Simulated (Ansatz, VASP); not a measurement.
**SnS4 in VASP and in Ansatz**

```
Sn S
1.0
     4.92777    0.00000    0.00000
     0.00000    4.92777    0.00000
     0.00000    0.00000    5.65122
Sn S
1 4
Direct
  0.50000 0.50000 0.50000
  0.00000 0.50000 0.00000
  0.50000 0.00000 0.00000
  0.50000 0.50000 0.00000
  0.00000 0.00000 0.50000
```

Alike in both runs: task single point; functional PBE; k mesh 4 × 4 × 4; occupations gaussian, width 0.1 eV; no spin polarisation.

|  | VASP | Ansatz |
| --- | --- | --- |
| version | VASP 6.6.1 | Ansatz 0.2.0 |
| potentials or method | VASP PAW PBE potentials, release 64 (Sn_d, S), cutoff 520 eV | scalar-relativistic, plane waves, PAW |
| valence electrons in the cell | 38 | 38 |

```csv
,VASP,Ansatz,Ansatz less VASP
gap on the k mesh at the Fermi level (eV),none,none,-
pressure (GPa),-6.7,-6.6,+0.07
"traceless stress, the component that is largest in VASP (GPa)",4.19,4.16,-0.034
```

A gap of «none» marks a metal or a gap that the smearing closes.
